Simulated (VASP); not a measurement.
Set up this calculation in VASP 6.6.1, as the native input.

| Item | Value |
| --- | --- |
| Task | single point |
| Functional | PBE |
| Potentials or basis | VASP PAW PBE potentials, release 64 (Os, Au) |
| Cutoff | 520 eV |
| k mesh | 14 × 14 × 6 |
| Occupations | gaussian, width 0.1 eV |
| Spin | no spin polarisation |
| Dipole correction | no |
| Further INCAR settings | ALGO = Normal; EDIFF = 1e-07; NBANDS = 26 |

The structure of Os3Au lies in POSCAR:

```
Os3Au
1.0
    2.7614283083      0.0000000000      0.0000000000
    0.0000000000      2.7614283083      0.0000000000
    0.0000000000      0.0000000000      7.9396188365
Os Au
3 1
Direct
    0.5000000000      0.5000000000      0.2334481129
    0.0000000000      0.0000000000      0.0000000000
    0.5000000000      0.5000000000      0.7665518871
    0.0000000000      0.0000000000      0.5000000000
```

These files were run (other wordings do the same):

INCAR

```
ALGO = Normal
EDIFF = 1E-7
ENCUT = 520
GGA = PE
ISIF = 2
ISMEAR = 0
LASPH = T
LCHARG = T
LELF = T
LREAL = F
LVHAR = T
LWAVE = F
NBANDS = 26
NELM = 100
PREC = Accurate
SIGMA = 0.1
```

KPOINTS

```
k-points
0
Gamma
  14 14 6
```

Potentials or basis: VASP PAW PBE potentials, release 64 (Os, Au).

Run with:

```bash
$ cat potpaw_PBE.64/Os/POTCAR potpaw_PBE.64/Au/POTCAR > POTCAR
$ mpirun -np 1 vasp_std > vasp.out
```

It gave:

```json
{"Pressure": "-0.3 GPa"}
```

Wall time 84 s on 1 thread of Intel(R) Xeon(R) 6975P-C (Granite Rapids), with other jobs on the host, peak memory 0.33 GiB.
